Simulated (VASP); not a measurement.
## Zn5SiAg2Te8: single point with PBE

Crystal: Zn5SiAg2Te8.

```
Si Zn Ag Te
1.0
    -6.27546    6.27458    0.01811
    -6.27387    0.01848    6.19933
    -0.01798    6.27349    6.19984
Si Zn Ag Te
1 5 2 8
Direct
  0.50182 0.49888 0.99963
  0.98641 0.98569 0.01286
  0.51287 0.98519 0.01132
  0.00149 0.99842 0.49986
  0.98600 0.51199 0.48684
  0.51296 0.51023 0.48610
  0.00397 0.49879 0.99955
  0.50191 0.99905 0.49934
  0.88189 0.87461 0.37559
  0.36970 0.87423 0.37525
  0.87655 0.36694 0.38020
  0.87644 0.87928 0.86806
  0.37443 0.38531 0.36406
  0.37470 0.86348 0.88586
  0.86524 0.37407 0.87496
  0.38999 0.37373 0.87459
```

```
Program             : VASP 6.6.1
Task                : single point
Functional          : PBE
Potentials or basis : VASP PAW PBE potentials, release 64 (Si, Zn, Ag, Te)
Cutoff              : 520 eV
k mesh              : 3 × 3 × 3
Occupations         : gaussian, width 0.1 eV
Spin                : no spin polarisation
```

```json
{
  "Pressure": "0.0 GPa",
  "Largest force": "0.053 eV/Å"
}
```

Forces on the atoms (eV/Å):
```
Si  -0.001  0.000  0.026
Zn  -0.027  0.005  0.017
Zn   0.003  0.034  0.027
Zn  -0.010  0.001 -0.013
Zn  -0.003  0.026  0.014
Zn  -0.035 -0.002  0.026
Ag   0.026 -0.020 -0.012
Ag   0.033 -0.027 -0.031
Te   0.006 -0.010  0.022
Te  -0.030  0.030  0.020
Te   0.010 -0.028 -0.036
Te   0.026 -0.007 -0.032
Te  -0.013 -0.002 -0.032
Te   0.007  0.008 -0.036
Te  -0.025  0.027  0.033
Te   0.033 -0.035  0.006
```

Stress tensor (GPa, compression positive):
```
 0.01  0.06  0.07
 0.06  0.02 -0.08
 0.07 -0.08  0.01
```

Levels at points of the mesh, in eV from the Fermi level:
| k point | band 64 | band 65 | band 66 | band 67 | band 68 | band 69 | band 70 | band 71 |
| --- | --- | --- | --- | --- | --- | --- | --- | --- |
| (0.00, 0.00, 0.00) | -0.53 | -0.26 | -0.05 | -0.04 | -0.01 | 1.04 | 1.05 | 1.08 |

Run time: 28 min on 1 thread of Oxide Virtual Turin-like Processor, with other jobs on the host, peak memory 0.88 GiB.

Caveat: spin-orbit coupling is left out, which moves the levels of the heavy elements.
